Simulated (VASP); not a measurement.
Pd:

```
Pd
1.0
     0.00000    1.90676    1.90676
     1.90676    0.00000    1.90676
     1.90676    1.90676    0.00000
Pd
1
Direct
  0.00000 0.00000 0.00000
```

Base run:

- Program: VASP 6.6.1
- Functional: BLYP
- Dispersion: D3(BJ)
- Potentials or basis: VASP PAW PBE potentials, release 64 (Pd)
- Cutoff: 520 eV
- k mesh: 12 × 12 × 12
- Occupations: fermi-dirac, width 0.05 eV
- Spin: no spin polarisation

Its results: band gap on the k mesh zero (band 5 reaches 11.72 eV, above the bottom of band 6 at 9.94 eV); pressure 15.3 GPa.

Q: After a change of settings the same cell gave: band gap on the k mesh zero (band 5 reaches 11.72 eV, above the bottom of band 6 at 9.94 eV); pressure 23.6 GPa. Which change was it?
A. functional from BLYP to PBEsol
B. dispersion from D3(BJ) to D4
C. functional from BLYP to SVWN5; dispersion from D3(BJ) to none
D. functional from BLYP to PBE

A: B.

Caveats: the PAW data sets were made with another functional, which shifts forces and pressure a little; pairwise dispersion overbinds metals, which lowers pressure and volume.
